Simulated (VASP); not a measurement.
# CdO (lda): single point with LDA

CdO (lda):

```xyz
2
Lattice="0.0000 2.1820 2.1820 2.1820 0.0000 2.1820 2.1820 2.1820 0.0000" Properties=species:S:1:pos:R:3 pbc="T T T"
Cd    0.0000    0.0000    0.0000
O     2.1820    2.1820    2.1820
```

```
Program             : VASP 6.6.1
Task                : single point
Functional          : LDA
Potentials or basis : VASP PAW LDA potentials, release 64 (Cd, O)
Cutoff              : 600 eV
k mesh              : 14 × 14 × 14
Occupations         : gaussian, width 0.01 eV
Spin                : no spin polarisation
```

```json
{"Pressure": "49.8 GPa", "Band gap on the k mesh": "zero (band 9 reaches 4.37 eV, above the bottom of band 10 at 4.33 eV)"}
```

Levels at points of the mesh, in eV from the Fermi level:
```
           k point  band 5  band 6  band 7  band 8  band 9  band 10  band 11  band 12  band 13  band 14
(0.00, 0.00, 0.00)   -6.98   -6.98   -2.48   -2.48   -2.48    -0.04    14.82    18.39    18.39    18.39
(0.50, 0.00, 0.00)   -6.52   -6.52   -4.42   -0.01   -0.01     4.22     8.70    12.67    12.67    19.92
(0.50, 0.50, 0.00)   -6.27   -6.27   -5.48   -3.75   -3.75     4.54     9.23    11.88    15.01    15.01
```

It took 39 s on 1 thread of Intel(R) Xeon(R) Platinum 8259CL CPU @ 2.50GHz (Skylake/Cascade Lake) (shared host), peak memory 0.17 GiB.
